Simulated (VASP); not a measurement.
# Cs (C2/c) in VASP: single point with revPBE

Aim: the single point of Cs with revPBE.

Everything below comes from runs of VASP 6.6.1. Logs are shortened: lines on timing, memory, paths and dates and some standing lists are left out, and cuts for length are marked.

## 1. The cell of the first run

Symmetry: C2/c, No. 15, monoclinic system. Conventional cell: a = 5.402 Å, b = 14.089 Å, c = 7.563 Å, α = 90.00°, β = 110.60°, γ = 90.00°.

## 2. Single point, revPBE

INCAR

```
PREC     = Accurate       # precision mode
ENCUT    = 520            # plane-wave cutoff, eV
EDIFF    = 1E-6           # SCF threshold, eV
ISMEAR   = -1             # smearing method
SIGMA    = 0.1            # smearing width, eV
LREAL    = False          # projectors in reciprocal space
LASPH    = True           # aspherical terms in the spheres
NELM     = 100            # most SCF steps
ALGO     = Normal         # electronic algorithm
ISIF     = 2              # what is computed and relaxed
LWAVE    = False          # write WAVECAR
LCHARG   = True           # write CHGCAR
GGA      = RE             # functional
LELF     = True           # ELF
LVHAR    = True         
NBANDS   = 16             # bands
ISYM     = 0
```

KPOINTS

```
Automatic mesh
0
Gamma
  7 7 5
```

POSCAR

```
Cs
1.0
   -4.9867784479      4.9758738583      2.7011764833
    4.9758738583     -4.9867784479      2.7011764833
    5.0113585741      5.0113585741     -2.7211482591
Cs
2
Direct
    0.9998127105      0.0001872895      1.0000000000
    0.7501872895      0.2498127105      0.5000000000
```

Potentials or basis: VASP PAW PBE potentials, release 64 (Cs_sv).

The run is started by

```console
$ cat potpaw_PBE.64/Cs_sv/POTCAR > POTCAR
$ mpirun -np 1 vasp_std > vasp.out
```

OUTCAR:

```text
PREC = Accurate
   ENCUT = 520
   EDIFF = 1E-6
   ISMEAR = -1
   LREAL = False
   LASPH = True
   NELM = 100
   ISIF = 2
   GGA = RE
   ISYM = 0

 ion  position               nearest neighbor table
   1  1.000  0.000  0.000-
   2  0.750  0.250  0.500-

IMPORTANT INFORMATION: All symmetrisations will be switched off!
NOSYMM: (Re-)initialisation of all symmetry stuff for point group C_1.

----------------------------------------------------------------------------------------

                                     Primitive cell

  volume of cell :     269.4245

  direct lattice vectors                    reciprocal lattice vectors
    -4.986778448  4.975873858  2.701176483     0.000123224  0.100498101  0.185307632
     4.975873858 -4.986778448  2.701176483     0.100498101  0.000123224  0.185307632
     5.011358574  5.011358574 -2.721148259     0.099882818  0.099882818  0.000403225

  length of vectors
     7.544775301  7.544775301  7.591579372     0.210805128  0.210805128  0.141256212

  position of ions in fractional coordinates (direct lattice)
     0.999812711  0.000187289  1.000000000
     0.750187289  0.249812711  0.500000000

  ion indices of the primitive-cell ions
   primitive index   ion index
                 1           1
                 2           2

----------------------------------------------------------------------------------------

 KPOINTS: Automatic mesh

Automatic generation of k-mesh.
 Grid dimensions read from file:
 generate k-points for:    7    7    5

 Generating k-lattice:

  Cartesian coordinates                     Fractional coordinates (reciprocal lattice)
     0.000017603  0.014356872  0.026472519     0.142857143 -0.000000000  0.000000000
     0.014356872  0.000017603  0.026472519    -0.000000000  0.142857143  0.000000000
     0.019976564  0.019976564  0.000080645     0.000000000  0.000000000  0.200000000

  Length of vectors
     0.030115018  0.030115018  0.028251242

  Shift w.r.t. Gamma in fractional coordinates (k-lattice)
     0.000000000  0.000000000  0.000000000

 Subroutine IBZKPT returns following result:
 ===========================================

 Found    123 irreducible k-points:

 Following reciprocal coordinates:
            Coordinates               Weight
  0.000000  0.000000  0.000000      1.000000
  0.142857  0.000000  0.000000      2.000000
  0.000000 -0.142857  0.000000      2.000000
  0.285714  0.000000 -0.000000      2.000000
  0.000000 -0.285714  0.000000      2.000000
  0.428571 -0.000000 -0.000000      2.000000
[... 16 lines left out ...]
 -0.285714  0.285714  0.000000      2.000000
  0.428571  0.428571 -0.000000      2.000000
 [... further k-points ...]
   k-points           NKPTS =    123   k-points in BZ     NKDIM =    123   number of bands    NBANDS=     16
   number of dos      NEDOS =    301   number of ions     NIONS =      2
   total plane-waves  NPLWV = 175616
   dimension x,y,z NGX =    56 NGY =   56 NGZ =   56
   dimension x,y,z NGXF=   112 NGYF=  112 NGZF=  112
   ions per type =               2
   NGX,Y,Z   is equivalent  to a cutoff of  12.34, 12.34, 12.26 a.u.
   NGXF,Y,Z  is equivalent  to a cutoff of  24.68, 24.68, 24.53 a.u.
 SYSTEM =  unknown system
   PREC   = accura    normal or accurate (medium, high low for compatibility)
   ISTART =      0    job   : 0-new  1-cont  2-samecut
   ICHARG =      2    charge: 1-file 2-atom 10-const
   ISPIN  =      1    spin polarized calculation?
   LNONCOLLINEAR =      F non collinear calculations
   LSORBIT =      F    spin-orbit coupling
   LASPH  =      T    aspherical Exc in radial PAW
   ENCUT  =  520.0 eV  38.22 Ry    6.18 a.u.  14.03 14.03 14.12*2*pi/ulx,y,z
   NELM   =    100;   NELMIN=  2; NELMDL= -5     # of ELM steps
   EDIFF  = 0.1E-05   stopping-criterion for ELM
   LREAL  =      F    real-space projection
   EDIFFG = 0.1E-04   stopping-criterion for IOM
   NSW    =      0    number of steps for IOM
   IBRION =     -1    ionic relax: 0-MD 1-quasi-New 2-CG
   NFREE  =      0    steps in history (QN), initial steepest desc. (CG)
   ISIF   =      2    stress and relaxation
   ISYM   =      0    0-nonsym 1-usesym 2-fastsym
   POTIM  = 0.5000    time-step for ionic-motion
   TEBEG  =    0.0;   TEEND  =   0.0 temperature during run
   PSTRESS=    0.0 pullay stress
   NELECT =      18.0000    total number of electrons
   NUPDOWN=      -1.0000    fix difference up-down
   EMIN   =  10.00;   EMAX   =-10.00  energy-range for DOS
   EFERMI =   0.00;   METHOD = LEGACY
   ISMEAR =    -1;   SIGMA  =   0.10  broadening in eV -4-tet -1-fermi 0-gaus
   EFERMI_NEDOS =   21; number of points for ismear=-14 and -15
   IALGO  =     38    algorithm
   IMIX   =      4    mixing-type and parameters
     AMIX     =   0.40;   BMIX     =  1.00
     AMIX_MAG =   1.60;   BMIX_MAG =  1.00
  volume/ion in A,a.u.               =     134.71       909.08
  Fermi-wavevector in a.u.,A,eV,Ry     =   0.664283  1.255313  6.003873  0.441272
  Thomas-Fermi vector in A             =   1.737923
   LORBIT       =      0    0 simple, 1 ext, 2 COOP (PROOUT), +10 PAW based schemes
   GGA     = RE    functional components
   LHFCALC =     F    Hartree Fock is set to
   AEXX    =    0.0000 exact exchange contribution
   IVDW    =     0    specifies the selected vdW correction
   LEPSILON=     F    determine dielectric tensor
   LRPA    =     F    only Hartree local field effects (RPA)
 non-spin polarized calculation
  energy-cutoff  :      520.00
  volume of cell :      269.42
 maximum number of plane-waves:      7288
   NGX = 29   NGY = 29   NGZ = 29

 number of electron      18.0000002 magnetization

 Free energy of the ion-electron system (eV)
  ---------------------------------------------------
  ext. energy  EPLUGINS =         0.00000000
  ---------------------------------------------------
  free energy    TOTEN  =        -1.43815574 eV

  energy without entropy =       -1.35936543  energy(sigma->0) =       -1.39876059

 E-fermi :   0.2090     XC(G=0):  -4.9122

 val. band max:        0.1983682720   @ k =   0.4286   0.2857  -0.2000
 cond. band min:       0.2285908200   @ k =  -0.4286   0.2857   0.0000
 fundamental gap:      0.0302225481
 Fermi energy:         0.2090261390

 k-point     1 :       0.0000    0.0000    0.0000
  band No.  band energies     occupation
      1     -23.8793      2.00000
      2     -23.8708      2.00000
      3     -10.7371      2.00000
      4     -10.7360      2.00000
      5     -10.6422      2.00000
      6     -10.6407      2.00000
[... 8 lines left out ...]
     15       2.2346      0.00000
     16       3.2368      0.00000

 k-point     2 :       0.1429    0.0000    0.0000
  band No.  band energies     occupation
      1     -23.8785      2.00000
      2     -23.8707      2.00000
      3     -10.7354      2.00000
      4     -10.7300      2.00000
      5     -10.6582      2.00000
      6     -10.6551      2.00000
[... 8 lines left out ...]
     15       2.2859      0.00000
     16       2.7325      0.00000

 k-point     3 :       0.0000   -0.1429    0.0000
  band No.  band energies     occupation
      1     -23.8785      2.00000
      2     -23.8707      2.00000
      3     -10.7354      2.00000
      4     -10.7300      2.00000
      5     -10.6582      2.00000
      6     -10.6551      2.00000
[... 8 lines left out ...]
     15       2.2859      0.00000
     16       2.7316      0.00000

 k-point     4 :       0.2857    0.0000   -0.0000
  band No.  band energies     occupation
      1     -23.8767      2.00000
      2     -23.8707      2.00000
      3     -10.7327      2.00000
      4     -10.7178      2.00000
      5     -10.6913      2.00000
      6     -10.6819      2.00000
[... 8 lines left out ...]
     15       2.2915      0.00000
     16       2.5239      0.00000

 k-point     5 :       0.0000   -0.2857    0.0000
  band No.  band energies     occupation
      1     -23.8767      2.00000
      2     -23.8707      2.00000
      3     -10.7327      2.00000
      4     -10.7178      2.00000
      5     -10.6913      2.00000
      6     -10.6819      2.00000
[... 8 lines left out ...]
     15       2.2915      0.00000
     16       2.5239      0.00000

 k-point     6 :       0.4286   -0.0000   -0.0000
  band No.  band energies     occupation
      1     -23.8750      2.00000
      2     -23.8708      2.00000
      3     -10.7305      2.00000
      4     -10.7250      2.00000
      5     -10.7156      2.00000
      6     -10.6828      2.00000
[... 8 lines left out ...]
     15       2.3169      0.00000
     16       2.5190      0.00000
[... 267 lines left out ...]
 k-point    21 :      -0.4286    0.2857    0.0000
  band No.  band energies     occupation
      1     -23.8764      2.00000
      2     -23.8729      2.00000
      3     -10.7223      2.00000
      4     -10.7007      2.00000
      5     -10.6865      2.00000
      6     -10.6636      2.00000
[... 8 lines left out ...]
     15       2.3641      0.00000
     16       2.9187      0.00000

 k-point    22 :      -0.2857    0.4286   -0.0000
  band No.  band energies     occupation
      1     -23.8764      2.00000
      2     -23.8729      2.00000
      3     -10.7223      2.00000
      4     -10.7007      2.00000
      5     -10.6865      2.00000
      6     -10.6636      2.00000
[... 8 lines left out ...]
     15       2.3641      0.00000
     16       2.9185      0.00000

 k-point    23 :      -0.2857    0.2857    0.0000
  band No.  band energies     occupation
      1     -23.8777      2.00000
      2     -23.8724      2.00000
      3     -10.7214      2.00000
      4     -10.7199      2.00000
      5     -10.6665      2.00000
      6     -10.6601      2.00000
[... 8 lines left out ...]
     15       2.4029      0.00000
     16       3.2185      0.00000

 k-point    24 :       0.4286    0.4286   -0.0000
  band No.  band energies     occupation
      1     -23.8748      2.00000
      2     -23.8745      2.00000
      3     -10.7079      2.00000
      4     -10.7036      2.00000
      5     -10.6850      2.00000
      6     -10.6775      2.00000
[... 8 lines left out ...]
     15       2.4264      0.00000
     16       2.5915      0.00000

 [... further k-points ...]
[... 5 lines left out ...]
  --------------------------------------------------------------------------------------
  -------------------------------------------------------------------------------------
  Total        0.0014926      0.0014971     -0.0022038      0.0112859     -0.0072718     -0.0072730
  in kB        0.0088761      0.0089027     -0.0131055      0.0671135     -0.0432429     -0.0432501
  external PRESSURE =       0.0015578 kB  Pullay stress =       0.0000000 kB

 VOLUME and BASIS-vectors are now :
 -----------------------------------------------------------------------------
  energy-cutoff  :      520.00
  volume of cell :      269.42
      direct lattice vectors                 reciprocal lattice vectors
    -4.986778448  4.975873858  2.701176483     0.000123224  0.100498101  0.185307632
     4.975873858 -4.986778448  2.701176483     0.100498101  0.000123224  0.185307632
     5.011358574  5.011358574 -2.721148259     0.099882818  0.099882818  0.000403225

 POSITION                                       TOTAL-FORCE (eV/Angst)
 -----------------------------------------------------------------------------------
     -4.98491      4.97401      2.70118         0.000261     -0.000255      0.000001
      0.00770      4.99276      1.34060        -0.000261      0.000255     -0.000001
 -----------------------------------------------------------------------------------
    total drift:                                0.000010     -0.000006     -0.000003

  FREE ENERGIE OF THE ION-ELECTRON SYSTEM (eV)
  ---------------------------------------------------
  free  energy   TOTEN  =        -1.4381557413 eV

  energy  without entropy=       -1.3593654307  energy(sigma->0) =       -1.39876059
```

Wall time 13 min (1 thread of Intel Xeon 8259CL, shared host); peak memory 0.72 GiB.

Results:

| Property | Result |
| --- | --- |
| Free energy | -1.4382 eV |
| Pressure | 0.0 GPa |
| Band gap on the k mesh | zero (bands 9 and 10 overlap by 0.78 eV) |

Caveat: the PAW data sets were made with another functional, which shifts forces and pressure a little; spin-orbit coupling is left out, which moves the levels of the heavy elements.

The gap in the log of VASP goes by the Fermi energy; the results here count the filled bands.